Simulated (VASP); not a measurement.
**C: single point with PBEsol-based global hybrid**

The system is C.

```
CELL_PARAMETERS angstrom
0.00000 1.78337 1.78337
1.78337 0.00000 1.78337
1.78337 1.78337 0.00000
ATOMIC_POSITIONS crystal
C 0.75000 0.75000 0.75000
C 0.50000 0.50000 0.50000
```

```json
{
 "Program": "VASP 6.6.1",
 "Task": "single point",
 "Functional": "PBEsol-based global hybrid",
 "Potentials or basis": "VASP PAW PBE potentials, release 64 (C)",
 "Cutoff": "520 eV",
 "k mesh": "7 × 7 × 7",
 "Occupations": "gaussian, width 0.01 eV",
 "Spin": "no spin polarisation"
}
```

| Property | Result |
| --- | --- |
| Pressure | -11.7 GPa |
| Band gap on the k mesh | 6.08 eV, indirect (least direct gap 7.69 eV) |

Levels at points of the mesh, in eV from the valence-band top:
```csv
k point,band 2,band 3,band 4,band 5,band 6,band 7
"(0.00, 0.00, 0.00)",0.00,0.00,0.00,7.69,7.69,7.69
```

Run time: 2.8 min on 1 thread of Intel(R) Xeon(R) Platinum 8559C (Emerald Rapids) (shared host), peak memory 0.12 GiB.

Caveat: the k points lie up to 0.44 Å⁻¹ apart; the PAW data sets were made with another functional, which shifts forces and pressure a little. A k mesh can miss the band edges.
